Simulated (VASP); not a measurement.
Runs of VASP 6.6.1 on BaTiO3. The structure is that of space group P4mm (No. 99), or close to it. The cells are those of the table. 

```csv
task,level,cell,cutoff (eV),gap on the mesh (eV),pressure (GPa),relaxed volume (Å³/atom),largest force (eV/Å)
single point,r2SCAN,"a = 3.972, b = 3.972, c = 4.113 Å, 5 atoms",520,2.21,1.9,-,0.17
relaxation of cell and atoms,PBEsol,"relaxed from a = 3.985, b = 3.985, c = 4.200 Å, 5 atoms",600,1.77,0.0,12.79,-
single point,PBE,"a = 3.985, b = 3.985, c = 4.200 Å, 5 atoms",520,1.79,1.6,-,0.08
relaxation of cell and atoms,r2SCAN,"relaxed from a = 3.985, b = 3.985, c = 4.200 Å, 5 atoms",600,(b),0.0,13.08,-
relaxation of cell and atoms,PBE,"relaxed from a = 3.990, b = 3.990, c = 4.103 Å, 5 atoms",600,1.77,0.0,13.48,-
single point,PBE,"a = 3.972, b = 3.972, c = 4.113 Å, 5 atoms",520,(a),4.9,-,0.20
```

Alike in all rows: potentials or basis VASP PAW PBE potentials, release 64 (Ba_sv, Ti_sv, O); no spin polarisation; k mesh 6 × 6 × 6; smearing fermi-dirac 0.02 eV.

Problem. Fill in the values left out.

Solution. (a) 1.81; (b) 2.18.

Caveats: spin-orbit coupling is left out, which moves the levels of the heavy elements; the PAW data sets were made with another functional, which shifts forces and pressure a little (some runs).

A k mesh can miss the band edges, and the runs leave out spin-orbit coupling on Ba.
